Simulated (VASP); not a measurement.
As: single point with PBE

Crystal: As.

```
As
1.0
     2.16609    0.00000    0.00000
     0.00000    2.16609    0.00000
     0.00000    0.00000    2.16609
As
1
Direct
  0.00000 0.00000 0.00000
```

This cell differs from its parent crystal: volume scaled by 0.5.

| Quantity | Value |
| --- | --- |
| Program | VASP 6.6.1 |
| Task | single point |
| Functional | PBE |
| Potentials or basis | VASP PAW PBE potentials, release 64 (As) |
| Cutoff | 520 eV |
| k mesh | 15 × 15 × 15 |
| Occupations | fermi-dirac, width 0.08 eV |
| Spin | no spin polarisation |
| Dipole correction | no |
| Further INCAR settings | ALGO = Normal; EDIFF = 1e-06; NBANDS = 8 |

The pressure is 258.9 GPa.

Levels at points of the mesh, in eV from the Fermi level:
```
           k point  band 1  band 2  band 3  band 4  band 5  band 6  band 7
(0.00, 0.00, 0.00)  -23.71    6.88    6.88    6.88    9.21    9.21   17.41
```

It took 11 s on 1 thread of Intel Xeon 8259CL (shared host), peak memory 0.09 GiB.
